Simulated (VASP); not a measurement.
Se, 2 atoms in the cell. It takes space group P6_3/mmc (No. 194, hexagonal). Conventional cell: a = 3.813 Å, b = 3.813 Å, c = 3.960 Å, α = 90.00°, β = 90.00°, γ = 120.00°. Se (site symmetry -6m2) has 14 Se at 2.96 to 3.96 Å within 4.0 Å. This isn't the form of Se at room conditions, which is trigonal, of chains.

```yaml
Program: VASP 6.6.1
Task: single point
Functional: RPBE
Potentials_or_basis: VASP PAW PBE potentials, release 64 (Se)
Cutoff: 520 eV
k_mesh: 11 × 11 × 9
Occupations: fermi-dirac, width 0.1 eV
Spin: no spin polarisation
Dipole_correction: no
Further_INCAR_settings: ALGO = Normal; EDIFF = 1e-06; NBANDS = 13
```

Potentials or basis: VASP PAW PBE potentials, release 64 (Se).

Command:

```console
$ cat potpaw_PBE.64/Se/POTCAR > POTCAR
$ mpirun -np 1 vasp_std > vasp.out
```

Hardware: 1 thread of Intel(R) Xeon(R) 6975P-C (Granite Rapids), on a shared host.

**Question.** How long does it take, and how much memory?

**Answer.** Run time: 16 s on 1 thread of Intel(R) Xeon(R) 6975P-C (Granite Rapids) (shared host), peak memory 0.18 GiB. Counts: scf iterations 11, k points 80.
